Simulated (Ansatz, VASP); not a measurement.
# One calculation of Al, two programs

```xyz
2
Lattice="-1.6175 1.6175 1.6175 1.6175 -1.6175 1.6175 3.2350 3.2350 0.0000" Properties=species:S:1:pos:R:3 pbc="T T T"
Al    0.0000    0.0000   -0.0615
Al    1.6175    1.6175    1.6790
```

Change from the starting cell: mode 1 frozen in at +0.000 Å and mode 5 at -0.061 Å (largest displacements).

Alike in both runs: task single point; functional PBE; k mesh 20 × 20 × 12; occupations gaussian, width 0.15 eV; no spin polarisation.

|  | VASP | Ansatz |
| --- | --- | --- |
| version | VASP 6.6.1 | Ansatz 0.2.0 |
| potentials or method | VASP PAW PBE potentials, release 64 (Al), cutoff 520 eV | scalar-relativistic, plane waves, PAW |
| valence electrons in the cell | 6 | 6 |

|  | VASP | Ansatz | Ansatz less VASP |
| --- | --- | --- | --- |
| gap on the k mesh at the Fermi level (eV) | none | none | - |
| pressure (GPa) | 0.2 | 0.2 | +0.02 |
| traceless stress, the component that is largest in VASP (GPa) | -0.16 | -0.16 | -0.001 |
| rms of the force components (eV/Å) | 0.139 | 0.140 | +0.0003 |

Atom by atom the forces differ by 0.000 eV/Å (rms over components). A gap of «none» marks a metal or a gap that the smearing closes.
